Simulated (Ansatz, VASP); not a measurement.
## HfO2 in VASP and in Ansatz

The input INCAR:

```
ALGO = Normal ; EDIFF = 1E-6
ENCUT = 520 ; GGA = PS
ISIF = 2 ; ISMEAR = 0
LASPH = T ; LCHARG = F
LREAL = F ; LWAVE = F
NBANDS = 31 ; NELM = 80
PREC = Accurate ; SIGMA = 0.05
```

KPOINTS

```
k-points
0
Gamma
  6 6 6
```

POSCAR

```
HfO2
1.0
    0.0000000000     -2.5220673945     -2.5220673945
    0.0000000000      2.5220673945     -2.5220673945
    5.0441347890      0.0000000000      0.0000000000
Hf O
2 4
Direct
    0.0191906053     -0.0191906053      0.0000000000
    0.4808093947      0.5191906053      0.5000000000
   -0.0007634237      0.4992365763      0.6859255822
    0.5007634237      0.0007634237      0.3140744178
   -0.0007634237      0.4992365763      0.1859255822
    0.5007634237      0.0007634237      0.8140744178
```

Input for Ansatz:

```yaml
crystal:
  lattice:
    - [0.0, -2.5220673945, -2.5220673945]
    - [0.0, 2.5220673945, -2.5220673945]
    - [5.044134789, 0.0, 0.0]
  atoms:
    - { symbol: Hf, position: [0.0191906053, -0.0191906053, 0.0] }
    - { symbol: Hf, position: [0.4808093947, 0.5191906053, 0.5] }
    - { symbol: O, position: [-0.0007634237, 0.4992365763, 0.6859255822] }
    - { symbol: O, position: [0.5007634237, 0.0007634237, 0.3140744178] }
    - { symbol: O, position: [-0.0007634237, 0.4992365763, 0.1859255822] }
    - { symbol: O, position: [0.5007634237, 0.0007634237, 0.8140744178] }
basis:
  ecutwfc: 520.0
kpoints:
  mp_grid: { grid: [6, 6, 6] }
hamiltonian:
  xc: pbesol
  pseudopotentials: { kind: paw, azcp: { folder: soft_1 } }
scf:
  occupations: { method: gaussian, width: 0.05 }
output:
  forces: true
  stress: true
  eigenvalues: true
```

Change from the starting cell: mode 1 frozen in at -0.323 Å and mode 5 at -0.097 Å (largest displacements).

Alike in both runs: task single point; functional PBEsol; k mesh 6 × 6 × 6; occupations gaussian, width 0.05 eV; no spin polarisation.

```csv
,VASP,Ansatz
version,VASP 6.6.1,Ansatz 0.2.0
potentials or method,"VASP PAW PBE potentials, release 64 (Hf_pv, O), cutoff 520 eV","scalar-relativistic, plane waves, PAW"
valence electrons in the cell,44,76
```

```csv
,VASP,Ansatz,Ansatz less VASP
gap on the k mesh at the Fermi level (eV),4.41,4.44,+0.035
least direct gap on the mesh (eV),4.50,4.53,+0.027
pressure (GPa),8.5,11.7,+3.27
"traceless stress, the component that is largest in VASP (GPa)",8.19,8.09,-0.098
rms of the force components (eV/Å),0.723,0.724,+0.0003
```

VASP's potentials were made for PBE, not for PBEsol, and Ansatz warns of the same on its side. Atom by atom the forces differ by 0.017 eV/Å (rms over components). With one functional, cell and mesh, what is left measures potentials, basis and numerics. VASP's potentials hold 44 valence electrons a cell and Ansatz's 76, so a difference there can come from the potentials and not from the codes.

Neither program's run includes spin-orbit coupling.
